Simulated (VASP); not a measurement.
# MoS2 (R3m) in VASP: notebook, part 2 of 2

VASP 6.6.1. The steps go on from the part before.

## (4) Single point, PBEsol

INCAR reads:

```
SYSTEM = MoS2
PREC = Accurate ; ENCUT = 500
EDIFF = 1E-6 ; ISMEAR = 0
SIGMA = 0.01 ; LREAL = .False.
LASPH = .True. ; NELM = 120
ALGO = Normal ; ISIF = 2
LWAVE = .False. ; LCHARG = .False.
GGA = PS ; NBANDS = 20
ISYM = -1 ; GGA_COMPAT = .False.
```

KPOINTS reads:

```
explicit points
108
Reciprocal
  0.00000000   0.00000000   0.08333333 2
  0.00000000   0.00000000   0.25000000 2
  0.00000000   0.00000000   0.41666667 2
  0.00000000   0.16666667   0.08333333 2
  0.00000000   0.16666667   0.25000000 2
  0.00000000   0.16666667   0.41666667 2
  0.00000000   0.16666667   0.58333333 2
  0.00000000   0.16666667   0.75000000 2
  0.00000000   0.16666667   0.91666667 2
  0.00000000   0.33333333   0.08333333 2
  0.00000000   0.33333333   0.25000000 2
  0.00000000   0.33333333   0.41666667 2
  0.00000000   0.33333333   0.58333333 2
  0.00000000   0.33333333   0.75000000 2
  0.00000000   0.33333333   0.91666667 2
  0.00000000   0.50000000   0.08333333 2
  0.00000000   0.50000000   0.25000000 2
  0.00000000   0.50000000   0.41666667 2
  0.16666667   0.00000000   0.08333333 2
  0.16666667   0.00000000   0.25000000 2
  0.16666667   0.00000000   0.41666667 2
  0.16666667   0.00000000   0.58333333 2
  0.16666667   0.00000000   0.75000000 2
  0.16666667   0.00000000   0.91666667 2
  0.16666667   0.16666667   0.08333333 2
  0.16666667   0.16666667   0.25000000 2
  0.16666667   0.16666667   0.41666667 2
  0.16666667   0.16666667   0.58333333 2
  0.16666667   0.16666667   0.75000000 2
  0.16666667   0.16666667   0.91666667 2
  0.16666667   0.33333333   0.08333333 2
  0.16666667   0.33333333   0.25000000 2
  0.16666667   0.33333333   0.41666667 2
  0.16666667   0.33333333   0.58333333 2
  0.16666667   0.33333333   0.75000000 2
  0.16666667   0.33333333   0.91666667 2
  0.16666667   0.50000000   0.08333333 2
  0.16666667   0.50000000   0.25000000 2
  0.16666667   0.50000000   0.41666667 2
  0.16666667   0.50000000   0.58333333 2
  0.16666667   0.50000000   0.75000000 2
  0.16666667   0.50000000   0.91666667 2
  0.16666667   0.66666667   0.08333333 2
  0.16666667   0.66666667   0.25000000 2
  0.16666667   0.66666667   0.41666667 2
  0.16666667   0.66666667   0.58333333 2
  0.16666667   0.66666667   0.75000000 2
  0.16666667   0.66666667   0.91666667 2
  0.16666667   0.83333333   0.08333333 2
  0.16666667   0.83333333   0.25000000 2
  0.16666667   0.83333333   0.41666667 2
  0.16666667   0.83333333   0.58333333 2
  0.16666667   0.83333333   0.75000000 2
  0.16666667   0.83333333   0.91666667 2
  0.33333333   0.00000000   0.08333333 2
  0.33333333   0.00000000   0.25000000 2
  0.33333333   0.00000000   0.41666667 2
  0.33333333   0.00000000   0.58333333 2
  0.33333333   0.00000000   0.75000000 2
  0.33333333   0.00000000   0.91666667 2
  0.33333333   0.16666667   0.08333333 2
  0.33333333   0.16666667   0.25000000 2
  0.33333333   0.16666667   0.41666667 2
  0.33333333   0.16666667   0.58333333 2
  0.33333333   0.16666667   0.75000000 2
  0.33333333   0.16666667   0.91666667 2
  0.33333333   0.33333333   0.08333333 2
  0.33333333   0.33333333   0.25000000 2
  0.33333333   0.33333333   0.41666667 2
  0.33333333   0.33333333   0.58333333 2
  0.33333333   0.33333333   0.75000000 2
  0.33333333   0.33333333   0.91666667 2
  0.33333333   0.50000000   0.08333333 2
  0.33333333   0.50000000   0.25000000 2
  0.33333333   0.50000000   0.41666667 2
  0.33333333   0.50000000   0.58333333 2
  0.33333333   0.50000000   0.75000000 2
  0.33333333   0.50000000   0.91666667 2
  0.33333333   0.66666667   0.08333333 2
  0.33333333   0.66666667   0.25000000 2
  0.33333333   0.66666667   0.41666667 2
  0.33333333   0.66666667   0.58333333 2
  0.33333333   0.66666667   0.75000000 2
  0.33333333   0.66666667   0.91666667 2
  0.33333333   0.83333333   0.08333333 2
  0.33333333   0.83333333   0.25000000 2
  0.33333333   0.83333333   0.41666667 2
  0.33333333   0.83333333   0.58333333 2
  0.33333333   0.83333333   0.75000000 2
  0.33333333   0.83333333   0.91666667 2
  0.50000000   0.00000000   0.08333333 2
  0.50000000   0.00000000   0.25000000 2
  0.50000000   0.00000000   0.41666667 2
  0.50000000   0.16666667   0.08333333 2
  0.50000000   0.16666667   0.25000000 2
  0.50000000   0.16666667   0.41666667 2
  0.50000000   0.16666667   0.58333333 2
  0.50000000   0.16666667   0.75000000 2
  0.50000000   0.16666667   0.91666667 2
  0.50000000   0.33333333   0.08333333 2
  0.50000000   0.33333333   0.25000000 2
  0.50000000   0.33333333   0.41666667 2
  0.50000000   0.33333333   0.58333333 2
  0.50000000   0.33333333   0.75000000 2
  0.50000000   0.33333333   0.91666667 2
  0.50000000   0.50000000   0.08333333 2
  0.50000000   0.50000000   0.25000000 2
  0.50000000   0.50000000   0.41666667 2
```

POSCAR reads:

```
MoS2
1.0
    1.5875903435      0.9165957122      6.1939280070
   -1.5875903435      0.9165957122      6.1939280070
    0.0000000000     -1.8331914244      6.1939280070
Mo S
1 2
Direct
    0.0000965174      0.0000965174      0.0000965174
    0.2497906771      0.2497906771      0.2497906771
    0.4171128055      0.4171128055      0.4171128055
```

Potentials or basis: VASP PAW PBE potentials, release 64 (Mo_sv, S).

Run with:

```
$ cat potpaw_PBE.64/Mo_sv/POTCAR potpaw_PBE.64/S/POTCAR > POTCAR
$ mpirun -np 1 vasp_std > vasp.out
```

OUTCAR:

```text
SYSTEM = MoS2
   PREC = Accurate
   ENCUT = 500
   EDIFF = 1E-6
   ISMEAR = 0
   LREAL = .False.
   LASPH = .True.
   NELM = 120
   ISIF = 2
   GGA = PS
   ISYM = -1

 ion  position               nearest neighbor table
   1  0.000  0.000  0.000-   2 2.40   2 2.40   2 2.40   3 2.40   3 2.40   3 2.40
   2  0.250  0.250  0.250-   1 2.40   1 2.40   1 2.40
   3  0.417  0.417  0.417-   1 2.40   1 2.40   1 2.40

IMPORTANT INFORMATION: All symmetrisations will be switched off!
NOSYMM: (Re-)initialisation of all symmetry stuff for point group C_1.

----------------------------------------------------------------------------------------

                                     Primitive cell

  volume of cell :      54.0796

  direct lattice vectors                    reciprocal lattice vectors
     1.587590344  0.916595712  6.193928007     0.314942707  0.181832257  0.053816146
    -1.587590344  0.916595712  6.193928007    -0.314942707  0.181832257  0.053816146
     0.000000000 -1.833191424  6.193928007     0.000000000 -0.363664513  0.053816146

  length of vectors
     6.459515071  6.459515071  6.459515071     0.367624884  0.367624884  0.367624884

  position of ions in fractional coordinates (direct lattice)
     0.000096517  0.000096517  0.000096517
     0.249790677  0.249790677  0.249790677
     0.417112805  0.417112805  0.417112805

  ion indices of the primitive-cell ions
   primitive index   ion index
                 1           1
                 2           2
                 3           3

----------------------------------------------------------------------------------------

 KPOINTS: explicit points

Read explicit list of k-points.

 Found    108 k-points:

 Following reciprocal coordinates:
            Coordinates               Weight
  0.000000  0.000000  0.083333      0.009259
[... 58 lines left out ...]
   EFERMI_NEDOS =   21; number of points for ismear=-14 and -15
   IALGO  =     38    algorithm
   IMIX   =      4    mixing-type and parameters
     AMIX     =   0.40;   BMIX     =  1.00
     AMIX_MAG =   1.60;   BMIX_MAG =  1.00
  volume/ion in A,a.u.               =      18.03       121.65
  Fermi-wavevector in a.u.,A,eV,Ry     =   1.282492  2.423559 22.378674  1.644786
  Thomas-Fermi vector in A             =   2.414800
   LORBIT       =      0    0 simple, 1 ext, 2 COOP (PROOUT), +10 PAW based schemes
   GGA     = PS    functional components
   LHFCALC =     F    Hartree Fock is set to
   AEXX    =    0.0000 exact exchange contribution
   IVDW    =     0    specifies the selected vdW correction
   LEPSILON=     F    determine dielectric tensor
   LRPA    =     F    only Hartree local field effects (RPA)
 non-spin polarized calculation
 Gauss-broadening in eV      SIGMA  =   0.01
  energy-cutoff  :      500.00
  volume of cell :       54.08
 maximum number of plane-waves:      1387
 NGX is ok and might be reduce to    48
   NGX = 23   NGY = 23   NGZ = 23

 number of electron      25.9999998 magnetization

 Free energy of the ion-electron system (eV)
  ---------------------------------------------------
  ext. energy  EPLUGINS =         0.00000000
  ---------------------------------------------------
  free energy    TOTEN  =       -23.43987647 eV

  energy without entropy =      -23.43987647  energy(sigma->0) =      -23.43987647

 E-fermi :   7.1954     XC(G=0): -10.9253

 val. band max:        7.1259133725   @ k =   0.5000   0.5000   0.4167
 cond. band min:       8.3477172508   @ k =   0.1667   0.0000   0.7500
 fundamental gap:      1.2218038782
 Fermi energy:         7.1953990554

 k-point     1 :       0.0000    0.0000    0.0833
  band No.  band energies     occupation
      1     -54.1186      2.00000
      2     -28.3025      2.00000
      3     -28.1128      2.00000
      4     -28.0911      2.00000
      5      -7.5317      2.00000
      6      -5.9317      2.00000
[... 541 lines left out ...]
     19      15.9298      0.00000
     20      16.3173      0.00000

 [... further k-points ...]

------------------------ aborting loop because EDIFF is reached ----------------------------------------

  FORCE on cell =-STRESS in cart. coord.  units (eV):
  Direction    XX          YY          ZZ          XY          YZ          ZX
  --------------------------------------------------------------------------------------
  -------------------------------------------------------------------------------------
  Total       -1.0407779     -1.0693557     -0.4113745      0.0000013     -0.0005109     -0.0000010
  in kB      -30.8343620    -31.6810164    -12.1874897      0.0000393     -0.0151357     -0.0000301
  external PRESSURE =     -24.9009561 kB  Pullay stress =       0.0000000 kB

 VOLUME and BASIS-vectors are now :
 -----------------------------------------------------------------------------
  energy-cutoff  :      500.00
  volume of cell :       54.08
      direct lattice vectors                 reciprocal lattice vectors
     1.587590344  0.916595712  6.193928007     0.314942707  0.181832257  0.053816146
    -1.587590344  0.916595712  6.193928007    -0.314942707  0.181832257  0.053816146
     0.000000000 -1.833191424  6.193928007     0.000000000 -0.363664513  0.053816146

 POSITION                                       TOTAL-FORCE (eV/Angst)
 -----------------------------------------------------------------------------------
      0.00000      0.00000      0.00179         0.000000     -0.003034      0.002024
      0.00000      0.00000      4.64156        -0.000000      0.000876      0.147788
      0.00000      0.00000      7.75070        -0.000000      0.002157     -0.149812
 -----------------------------------------------------------------------------------
    total drift:                               -0.000000     -0.000001      0.000014

  FREE ENERGIE OF THE ION-ELECTRON SYSTEM (eV)
  ---------------------------------------------------
  free  energy   TOTEN  =       -23.4398764668 eV

  energy  without entropy=      -23.4398764668  energy(sigma->0) =      -23.43987647
```

It took 3.7 min on 1 thread of Intel Xeon Platinum 8375C at 2.90GHz (Ice Lake), shared host; peak memory 0.37 GiB.

Results:

| Quantity | Value |
| --- | --- |
| Free energy | -23.4399 eV |
| Pressure | -2.5 GPa |
| Largest force | 0.150 eV/Å |
| Band gap on the k mesh | 1.22 eV (least direct gap 2.10 eV) |

Forces in eV/Å, atoms in the order of the input:
```
Mo   0.000 -0.003  0.002
S    0.000  0.001  0.148
S    0.000  0.002 -0.150
```

Levels at points of the mesh, in eV from the valence-band top:
| k point | band 10 | band 11 | band 12 | band 13 | band 14 | band 15 | band 16 | band 17 |
| --- | --- | --- | --- | --- | --- | --- | --- | --- |
| (0.00, 0.00, 0.08) | -2.43 | -2.21 | -1.03 | -0.81 | 2.15 | 2.27 | 2.40 | 2.52 |

Caveat: the PAW data sets were made with another functional, which shifts forces and pressure a little; a shifted mesh leaves out Γ, where band edges can lie.

## (5) Overview

```csv
level,potentials or basis,k mesh,mended,gap on the mesh (eV),pressure (GPa),largest force (eV/Å)
LDA,"VASP PAW LDA potentials, release 64 (Mo_sv, S)",4 × 4 × 4,-,1.18,-5.5,0.34
PBE,"VASP PAW PBE potentials, release 64 (Mo_sv, S)",4 × 4 × 4,-,1.24,1.9,0.07
PBEsol,"VASP PAW PBE potentials, release 64 (Mo_sv, S)","6 × 6 × 6, shifted",yes,1.22,-2.5,0.15
```

Alike in all rows: task single point; no spin polarisation; cell as given; cutoff (eV) 500; smearing gaussian 0.01 eV.

Caveats: some runs use coarse meshes; the PAW data sets were made with another functional, which shifts forces and pressure a little (at least some runs); a shifted mesh leaves out Γ, where band edges can lie (at least some runs).

Total energies depend on the potentials used, so only differences within one code and one set of settings carry meaning.
